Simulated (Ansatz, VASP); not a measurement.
One calculation of ZnO, two programs

File INCAR:

```
  PREC = Accurate
  ENCUT = 600
  EDIFF = 1E-6
  ISMEAR = 0
  SIGMA = 0.01
  LREAL = False
  LASPH = True
  NELM = 100
  ALGO = Normal
  ISIF = 3
  LWAVE = False
  LCHARG = False
  GGA = RE
  IVDW = 12
  IBRION = 2
  NSW = 80
  EDIFFG = -0.03
```

KPOINTS

```
Automatic mesh
0
Gamma
  12 12 4
```

The input POSCAR:

```
ZnO
1.0
    3.2493080000      0.0000000000      0.0000000000
   -1.6246540000      2.8139832700      0.0000000000
    0.0000000000      0.0000000000      5.2057090000
Zn O
2 2
Direct
    0.3333333333      0.6666666667      0.5000000000
    0.6666666667      0.3333333333      0.0000000000
    0.6666666667      0.3333333333      0.3790100000
    0.3333333333      0.6666666667      0.8790100000
```

Input for Ansatz:

```yaml
crystal:
  lattice:
    - [3.249308, 0.0, 0.0]
    - [-1.624654, 2.81398327, 0.0]
    - [0.0, 0.0, 5.205709]
  atoms:
    - { symbol: Zn, position: [0.33333333333333326, 0.6666666666666666, 0.5] }
    - { symbol: Zn, position: [0.6666666666666666, 0.3333333333333333, 0.0] }
    - { symbol: O, position: [0.6666666666666666, 0.3333333333333333, 0.37901] }
    - { symbol: O, position: [0.33333333333333326, 0.6666666666666666, 0.8790099999999998] }
basis:
  ecutwfc: 450.0
kpoints:
  mp_grid:
    grid: [12, 12, 4]
hamiltonian:
  xc: revpbe
  dispersion: d3bj
scf:
  occupations:
    method: fixed
relax:
  f_tol: 0.03
  cell: {}
```

Alike in both runs: task relaxation of cell and atoms; functional revPBE; dispersion D3(BJ); k mesh 12 × 12 × 4; no spin polarisation.

```csv
,VASP,Ansatz
version,VASP 6.6.1,Ansatz 0.2.0
potentials or method,"VASP PAW PBE potentials, release 64 (Zn, O), cutoff 600 eV","plane waves, PAW"
occupations,"gaussian, width 0.01 eV",fixed
valence electrons in the cell,36,36
```

|  | VASP | Ansatz | Ansatz less VASP |
| --- | --- | --- | --- |
| relaxed volume (Å³/atom) | 12.16 | 12.08 | -0.079 |
| relaxed cell length with the largest relative difference (Å) | 3.268 | 3.257 | -0.0117 |

VASP's potentials were made for PBE, not for revPBE.
